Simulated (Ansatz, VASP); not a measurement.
## One calculation of SrTiO3, two programs

INCAR

```
PREC = Accurate ; ENCUT = 520
EDIFF = 1E-6 ; ISMEAR = 0
SIGMA = 0.05 ; LREAL = False
LASPH = True ; NELM = 60
ALGO = Normal ; ISIF = 2
LWAVE = False ; LCHARG = True
GGA = PS ; LELF = True
LVHAR = True ; NBANDS = 28
```

KPOINTS

```
regular mesh
0
Gamma
  8 8 8
```

The input POSCAR:

```
SrTiO3
1.0
    3.9952814271      0.0000000000      0.0000000000
    0.0000000000      3.9952814271      0.0000000000
    0.0000000000      0.0000000000      3.8913815400
Sr Ti O
1 1 3
Direct
    0.0000000000      0.0000000000      0.0000000000
    0.5000000000      0.5000000000      0.5000000000
    0.0000000000      0.5000000000      0.5000000000
    0.5000000000      0.0000000000      0.5000000000
    0.5000000000      0.5000000000      0.0000000000
```

Input for Ansatz:

```yaml
crystal:
  lattice:
    - [3.9952814271, 0.0, 0.0]
    - [0.0, 3.9952814271, 0.0]
    - [0.0, 0.0, 3.89138154]
  atoms:
    - { symbol: Sr, position: [0.0, 0.0, 0.0] }
    - { symbol: Ti, position: [0.5, 0.5, 0.5] }
    - { symbol: O, position: [0.0, 0.5, 0.5] }
    - { symbol: O, position: [0.5, 0.0, 0.5] }
    - { symbol: O, position: [0.5, 0.5, 0.0] }
basis:
  ecutwfc: 520.0
kpoints:
  mp_grid: { grid: [8, 8, 8] }
hamiltonian:
  xc: pbesol
  pseudopotentials: { kind: paw, azcp: { folder: soft_1 } }
scf:
  occupations: { method: gaussian, width: 0.05 }
  algorithm: density_mixing
output:
  forces: true
  eigenvalues: true
  stress: true
```

Alike in both runs: task single point; functional PBEsol; k mesh 8 × 8 × 8; occupations gaussian, width 0.05 eV; no spin polarisation.

|  | VASP | Ansatz |
| --- | --- | --- |
| version | VASP 6.6.1 | Ansatz 0.2.0 |
| potentials or method | VASP PAW PBE potentials, release 64 (Sr_sv, Ti_sv, O), cutoff 520 eV | scalar-relativistic, plane waves, PAW |
| valence electrons in the cell | 40 | 40 |

|  | VASP | Ansatz | Ansatz less VASP |
| --- | --- | --- | --- |
| gap on the k mesh at the Fermi level (eV) | 1.68 | 1.72 | +0.035 |
| pressure (GPa) | -7.9 | -8.6 | -0.62 |
| traceless stress, the component that is largest in VASP (GPa) | 3.59 | 3.55 | -0.043 |

VASP's potentials were made for PBE, not for PBEsol, and Ansatz warns of the same on its side. The functional is the same, so the differences come from potentials, cutoffs and numerics.
